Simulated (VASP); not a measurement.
# TaS2 (P-3m1) in VASP: further runs

Aim: see how the results for TaS2 move with the level of theory and the settings. Levels: PBE, r2SCAN+D4. Tasks: single point.

Everything below comes from runs of VASP 6.6.1. Logs are shortened: lines on timing, memory, paths and dates and some standing lists are left out, and cuts for length are marked.

### 1 The cell of the first run

The structure is trigonal, space group P-3m1 (No. 164). The conventional cell has a = 3.383 Å, b = 3.383 Å, c = 6.168 Å, α = 90.00°, β = 90.00°, γ = 120.00°. Ta (site symmetry -3m) has 6 S at 2.47 Å and 6 Ta at 3.38 Å within 3.4 Å. S (site symmetry 3m) has 3 Ta at 2.47 Å and 6 S at 3.38 Å within 3.4 Å.

### 2 Single point, PBE

The input, INCAR:

```
SYSTEM = TaS2
  ALGO = Normal
  EDIFF = 1E-6
  ENCUT = 500
  GGA = PE
  GGA_COMPAT = .False.
  ISIF = 2
  ISMEAR = 0
  ISYM = 0
  LASPH = .True.
  LCHARG = .False.
  LREAL = .False.
  LWAVE = .False.
  NBANDS = 18
  NELM = 120
  PREC = Accurate
  SIGMA = 0.1
```

The input, KPOINTS:

```
Automatic mesh
0
Gamma
  4 1 5
  0.5 0.5 0
```

The input, POSCAR:

```
TaS2
1.0
    3.3828573416      0.0000000000      0.0000000000
   -1.6914286708      2.9296403952      0.0000000000
    0.0000000000      0.0000000000      6.1679785700
Ta S
1 2
Direct
    0.0000000000      0.0000000000      0.0000000000
    0.6666666667      0.3333333333      0.7542821200
    0.3333333333      0.6666666667      0.2457178800
```

Potentials or basis: VASP PAW PBE potentials, release 64 (Ta_pv, S).

Launch:

```sh
$ cat potpaw_PBE.64/Ta_pv/POTCAR potpaw_PBE.64/S/POTCAR > POTCAR
$ mpirun -np 1 vasp_std > vasp.out
```

OUTCAR:

```text
SYSTEM = TaS2
   EDIFF = 1E-6
   ENCUT = 500
   GGA = PE
   ISIF = 2
   ISMEAR = 0
   ISYM = 0
   LASPH = .True.
   LREAL = .False.
   NELM = 120
   PREC = Accurate

 ion  position               nearest neighbor table
   1  0.000  0.000  0.000-   2 2.47   3 2.47   3 2.47   2 2.47   2 2.47   3 2.47
   2  0.667  0.333  0.754-   1 2.47   1 2.47   1 2.47
   3  0.333  0.667  0.246-   1 2.47   1 2.47   1 2.47

IMPORTANT INFORMATION: All symmetrisations will be switched off!
NOSYMM: (Re-)initialisation of all symmetry stuff for point group C_1.

----------------------------------------------------------------------------------------

                                     Primitive cell

  volume of cell :      61.1281

  direct lattice vectors                    reciprocal lattice vectors
     3.382857342  0.000000000  0.000000000     0.295608091  0.170669411  0.000000000
    -1.691428671  2.929640395  0.000000000     0.000000000  0.341338822  0.000000000
     0.000000000  0.000000000  6.167978570     0.000000000  0.000000000  0.162127671

  length of vectors
     3.382857342  3.382857342  6.167978570     0.341338822  0.341338822  0.162127671

  position of ions in fractional coordinates (direct lattice)
     0.000000000  0.000000000  0.000000000
     0.666666667  0.333333333  0.754282120
     0.333333333  0.666666667  0.245717880

  ion indices of the primitive-cell ions
   primitive index   ion index
                 1           1
                 2           2
                 3           3

----------------------------------------------------------------------------------------

 KPOINTS: Automatic mesh

Automatic generation of k-mesh.
 Grid dimensions read from file:
 generate k-points for:    4    1    5

 Generating k-lattice:

  Cartesian coordinates                     Fractional coordinates (reciprocal lattice)
     0.073902023  0.042667353  0.000000000     0.250000000  0.000000000  0.000000000
     0.000000000  0.341338822  0.000000000     0.000000000  1.000000000  0.000000000
     0.000000000  0.000000000  0.032425534     0.000000000  0.000000000  0.200000000

  Length of vectors
     0.085334705  0.341338822  0.032425534

  Shift w.r.t. Gamma in fractional coordinates (k-lattice)
     0.500000000  0.500000000  0.000000000

 -----------------------------------------------------------------------------
|                                                                             |
|           W    W    AA    RRRRR   N    N  II  N    N   GGGG   !!!           |
|           W    W   A  A   R    R  NN   N  II  NN   N  G    G  !!!           |
|           W    W  A    A  R    R  N N  N  II  N N  N  G       !!!           |
|           W WW W  AAAAAA  RRRRR   N  N N  II  N  N N  G  GGG   !            |
|           WW  WW  A    A  R   R   N   NN  II  N   NN  G    G                |
|           W    W  A    A  R    R  N    N  II  N    N   GGGG   !!!           |
|                                                                             |
|     Your reciprocal lattice and k-lattice belong to different lattice       |
|     classes:                                                                |
|                                                                             |
|        The reciprocal lattice is hexagonal,                                 |
|        whereas your k-lattice is simple orthorhombic.                       |
|                                                                             |
|     Results are often still useful ...                                      |
|                                                                             |
 -----------------------------------------------------------------------------

 WARNING: IBZKPT: internal override: KBLOWUP is changed to .FALSE.
      ... skipping the blow-up phase ...

 Subroutine IBZKPT returns following result:
 ===========================================

 Found     10 irreducible k-points:

 Following reciprocal coordinates:
            Coordinates               Weight
  0.125000  0.500000  0.000000      2.000000
  0.375000  0.500000  0.000000      2.000000
  0.125000  0.500000  0.200000      2.000000
  0.375000  0.500000  0.200000      2.000000
 -0.375000  0.500000  0.200000      2.000000
 -0.125000  0.500000  0.200000      2.000000
  0.125000  0.500000  0.400000      2.000000
  0.375000  0.500000  0.400000      2.000000
 -0.375000  0.500000  0.400000      2.000000
 -0.125000  0.500000  0.400000      2.000000
   k-points           NKPTS =     10   k-points in BZ     NKDIM =     10   number of bands    NBANDS=     18
   number of dos      NEDOS =    301   number of ions     NIONS =      3
   total plane-waves  NPLWV =  37632
   dimension x,y,z NGX =    28 NGY =   28 NGZ =   48
   dimension x,y,z NGXF=    56 NGYF=   56 NGZF=   96
   ions per type =               1   2
   NGX,Y,Z   is equivalent  to a cutoff of  13.76, 13.76, 12.94 a.u.
   NGXF,Y,Z  is equivalent  to a cutoff of  27.52, 27.52, 25.87 a.u.
 SYSTEM =  TaS2
   PREC   = accura    normal or accurate (medium, high low for compatibility)
   ISTART =      0    job   : 0-new  1-cont  2-samecut
   ICHARG =      2    charge: 1-file 2-atom 10-const
   ISPIN  =      1    spin polarized calculation?
   LNONCOLLINEAR =      F non collinear calculations
   LSORBIT =      F    spin-orbit coupling
   LASPH  =      T    aspherical Exc in radial PAW
   ENCUT  =  500.0 eV  36.75 Ry    6.06 a.u.   6.17  6.17 11.25*2*pi/ulx,y,z
   NELM   =    120;   NELMIN=  2; NELMDL= -5     # of ELM steps
   EDIFF  = 0.1E-05   stopping-criterion for ELM
   LREAL  =      F    real-space projection
   EDIFFG = 0.1E-04   stopping-criterion for IOM
   NSW    =      0    number of steps for IOM
   IBRION =     -1    ionic relax: 0-MD 1-quasi-New 2-CG
   NFREE  =      0    steps in history (QN), initial steepest desc. (CG)
   ISIF   =      2    stress and relaxation
   ISYM   =      0    0-nonsym 1-usesym 2-fastsym
   POTIM  = 0.5000    time-step for ionic-motion
   TEBEG  =    0.0;   TEEND  =   0.0 temperature during run
   PSTRESS=    0.0 pullay stress
   NELECT =      23.0000    total number of electrons
   NUPDOWN=      -1.0000    fix difference up-down
   EMIN   =  10.00;   EMAX   =-10.00  energy-range for DOS
   EFERMI =   0.00;   METHOD = LEGACY
   ISMEAR =     0;   SIGMA  =   0.10  broadening in eV -4-tet -1-fermi 0-gaus
   EFERMI_NEDOS =   21; number of points for ismear=-14 and -15
   IALGO  =     38    algorithm
   IMIX   =      4    mixing-type and parameters
     AMIX     =   0.40;   BMIX     =  1.00
     AMIX_MAG =   1.60;   BMIX_MAG =  1.00
  volume/ion in A,a.u.               =      20.38       137.50
  Fermi-wavevector in a.u.,A,eV,Ry     =   1.181872  2.233414 19.004913  1.396822
  Thomas-Fermi vector in A             =   2.318137
   LORBIT       =      0    0 simple, 1 ext, 2 COOP (PROOUT), +10 PAW based schemes
   GGA     = PE    functional components
   LHFCALC =     F    Hartree Fock is set to
   AEXX    =    0.0000 exact exchange contribution
   IVDW    =     0    specifies the selected vdW correction
   LEPSILON=     F    determine dielectric tensor
   LRPA    =     F    only Hartree local field effects (RPA)
 non-spin polarized calculation
 Gauss-broadening in eV      SIGMA  =   0.10
  energy-cutoff  :      500.00
  volume of cell :       61.13
 maximum number of plane-waves:      1557
 NGX is ok and might be reduce to    28
   NGX = 13   NGY = 13   NGZ = 23

 number of electron      23.0000002 magnetization

 Free energy of the ion-electron system (eV)
  ---------------------------------------------------
  ext. energy  EPLUGINS =         0.00000000
  ---------------------------------------------------
  free energy    TOTEN  =       -24.84637605 eV

  energy without entropy =      -24.82771674  energy(sigma->0) =      -24.83704640

 E-fermi :   4.6436     XC(G=0): -10.1439

 val. band max:        4.6291436064   @ k =  -0.1250   0.5000   0.2000
 cond. band min:       4.7844787711   @ k =  -0.3750   0.5000   0.2000
 fundamental gap:      0.1553351647
 Fermi energy:         4.6435786497

 k-point     1 :       0.1250    0.5000    0.0000
  band No.  band energies     occupation
      1     -31.4040      2.00000
      2     -30.9279      2.00000
      3     -30.7003      2.00000
      4      -8.2897      2.00000
      5      -7.8555      2.00000
      6      -1.4595      2.00000
[... 10 lines left out ...]
     17      11.3398      0.00000
     18      11.4210      0.00000

 k-point     2 :       0.3750    0.5000    0.0000
  band No.  band energies     occupation
      1     -31.4040      2.00000
      2     -30.9279      2.00000
      3     -30.7003      2.00000
      4      -8.2897      2.00000
      5      -7.8555      2.00000
      6      -1.4595      2.00000
[... 10 lines left out ...]
     17      11.3398      0.00000
     18      11.4210      0.00000

 k-point     3 :       0.1250    0.5000    0.2000
  band No.  band energies     occupation
      1     -31.4040      2.00000
      2     -30.9279      2.00000
      3     -30.7003      2.00000
      4      -8.2804      2.00000
      5      -7.8670      2.00000
      6      -1.4493      2.00000
[... 10 lines left out ...]
     17      10.9427      0.00000
     18      11.4944      0.00000

 k-point     4 :       0.3750    0.5000    0.2000
  band No.  band energies     occupation
      1     -31.4040      2.00000
      2     -30.9279      2.00000
      3     -30.7003      2.00000
      4      -8.3316      2.00000
      5      -7.8012      2.00000
      6      -1.4975      2.00000
[... 81 lines left out ...]
      4      -8.3471      2.00000
      5      -7.7801      2.00000
      6      -1.5154      2.00000
[... 10 lines left out ...]
     17      10.7075      0.00000
     18      10.9577      0.00000

 k-point     9 :      -0.3750    0.5000    0.4000
  band No.  band energies     occupation
      1     -31.4040      2.00000
      2     -30.9279      2.00000
      3     -30.7003      2.00000
      4      -8.3195      2.00000
      5      -7.8168      2.00000
      6      -1.4862      2.00000
[... 10 lines left out ...]
     17      10.5352      0.00000
     18      10.9807      0.00000

 k-point    10 :      -0.1250    0.5000    0.4000
  band No.  band energies     occupation
      1     -31.4040      2.00000
      2     -30.9279      2.00000
      3     -30.7003      2.00000
      4      -8.3471      2.00000
      5      -7.7801      2.00000
      6      -1.5154      2.00000
[... 10 lines left out ...]
     17      10.7075      0.00000
     18      10.9577      0.00000

------------------------ aborting loop because EDIFF is reached ----------------------------------------

  FORCE on cell =-STRESS in cart. coord.  units (eV):
  Direction    XX          YY          ZZ          XY          YZ          ZX
  --------------------------------------------------------------------------------------
  -------------------------------------------------------------------------------------
  Total       -1.4994259     -3.9954041      3.9183026      2.1615787      0.7769295      1.3456881
  in kB      -39.3001982   -104.7201938    102.6993502     56.6553300     20.3634487     35.2707052
  external PRESSURE =     -13.7736806 kB  Pullay stress =       0.0000000 kB

 VOLUME and BASIS-vectors are now :
 -----------------------------------------------------------------------------
  energy-cutoff  :      500.00
  volume of cell :       61.13
      direct lattice vectors                 reciprocal lattice vectors
     3.382857342  0.000000000  0.000000000     0.295608091  0.170669411  0.000000000
    -1.691428671  2.929640395  0.000000000     0.000000000  0.341338822  0.000000000
     0.000000000  0.000000000  6.167978570     0.000000000  0.000000000  0.162127671

 POSITION                                       TOTAL-FORCE (eV/Angst)
 -----------------------------------------------------------------------------------
      0.00000      0.00000      0.00000         0.000000     -0.000002      0.000002
      1.69143      0.97655      4.65240        -0.488137     -0.281826     -1.631722
     -0.00000      1.95309      1.51558         0.488137      0.281828      1.631719
 -----------------------------------------------------------------------------------
    total drift:                               -0.000004      0.000002     -0.000002

  FREE ENERGIE OF THE ION-ELECTRON SYSTEM (eV)
  ---------------------------------------------------
  free  energy   TOTEN  =       -24.8463760538 eV

  energy  without entropy=      -24.8277167436  energy(sigma->0) =      -24.83704640
```

Run time: 7.7 s. Hardware: 1 thread of Intel Xeon 6975P-C (Granite Rapids), shared host; peak memory 0.18 GiB.

What came out:

```
Free energy            : -24.8464 eV
Pressure               : -1.4 GPa
Largest force          : 1.726 eV/Å
Band gap on the k mesh : zero (an odd number of electrons rules out a gap without spin polarisation)
```

Forces in eV/Å, atoms in the order of the input:
```
Ta   0.000  0.000  0.000
S   -0.488 -0.282 -1.632
S    0.488  0.282  1.632
```

Stress tensor (GPa, compression positive):
```
 -3.93   5.67   3.53
  5.67 -10.47   2.04
  3.53   2.04  10.27
```

Caveat: the k points lie up to 1.86 Å⁻¹ apart, too coarse for converged energies and pressures of a metal; spin-orbit coupling is left out, which moves the levels of the heavy elements; this functional lacks dispersion, which binds the layers, so the pressure and a relaxed spacing across them are unreliable; forces of over 1 eV/Å act on the atoms, so gaps and moduli don't describe the material at rest.

### 3 Single point, PBE

The input, INCAR:

```
PREC = Accurate
ENCUT = 500
EDIFF = 1E-6
ISMEAR = 0
SIGMA = 0.1
LREAL = F
LASPH = T
NELM = 120
ALGO = Normal
ISIF = 2
LWAVE = F
LCHARG = F
GGA = PE
NBANDS = 18
GGA_COMPAT = F
```

The input, KPOINTS:

```
Automatic mesh
0
Gamma
  5 5 3
```

POSCAR is that of step 2.

Potentials or basis: VASP PAW PBE potentials, release 64 (Ta_pv, S).

Launch:

```sh
$ cat potpaw_PBE.64/Ta_pv/POTCAR potpaw_PBE.64/S/POTCAR > POTCAR
$ mpirun -np 1 vasp_std > vasp.out
```

Wall time 9.6 s (1 thread of Intel Xeon 6975P-C (Granite Rapids), shared host); peak memory 0.18 GiB.

The run converged. Its results:

* Free energy: -23.1702 eV
* Pressure: 1.5 GPa
* Largest force: 0.084 eV/Å
* Band gap on the k mesh: zero (an odd number of electrons rules out a gap without spin polarisation)

Forces in eV/Å, atoms in the order of the input:
```
Ta   0.000  0.000  0.000
S    0.000  0.000 -0.084
S    0.000  0.000  0.084
```

Stress tensor (GPa, compression positive):
```
1.32 0.00 0.00
0.00 1.32 0.00
0.00 0.00 1.87
```

Levels at points of the mesh, in eV from the Fermi level:
| k point | band 9 | band 10 | band 11 | band 12 | band 13 | band 14 |
| --- | --- | --- | --- | --- | --- | --- |
| (0.00, 0.00, 0.00) | -1.65 | -0.82 | -0.82 | 0.06 | 0.06 | 0.13 |

Caveat: the k points lie up to 0.43 Å⁻¹ apart, too coarse for converged energies and pressures of a metal; spin-orbit coupling is left out, which moves the levels of the heavy elements; this functional lacks dispersion, which binds the layers, so the pressure and a relaxed spacing across them are unreliable.

[end of part 1 of 2]
